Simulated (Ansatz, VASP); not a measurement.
# Two plane-wave programs on Zn

```xyz
8
Lattice="4.2954 0.0000 0.0000 -2.1477 3.7199 0.0000 0.0000 0.0000 9.9742" Properties=species:S:1:pos:R:3 pbc="T T T"
Zn    0.0000    0.0000    1.2836
Zn    0.0000    0.0000    6.2706
Zn    0.0000    0.0000    3.7035
Zn    0.0000    0.0000    8.6906
Zn    0.0000    2.4800    0.0024
Zn    2.1477    1.2400    4.9895
Zn    0.0000    2.4800    4.9846
Zn    2.1477    1.2400    9.9717
```

Alike in both runs: functional PBE; k mesh 6 × 6 × 2; occupations gaussian, width 0.1 eV; no spin polarisation.

Ansatz relaxed the structure, and its values are those at the end. VASP's run is a single point on that final structure, the one shown.

|  | VASP | Ansatz |
| --- | --- | --- |
| version | VASP 6.6.1 | Ansatz 0.2.0 |
| potentials or method | VASP PAW PBE potentials, release 64 (Zn), cutoff 520 eV | scalar-relativistic, plane waves, PAW |
| valence electrons in the cell | 96 | 96 |

```csv
,VASP,Ansatz,Ansatz less VASP
gap on the k mesh at the Fermi level (eV),none,none,-
pressure (GPa),0.3,0.0,-0.30
```

A gap of «none» marks a metal or a gap that the smearing closes.
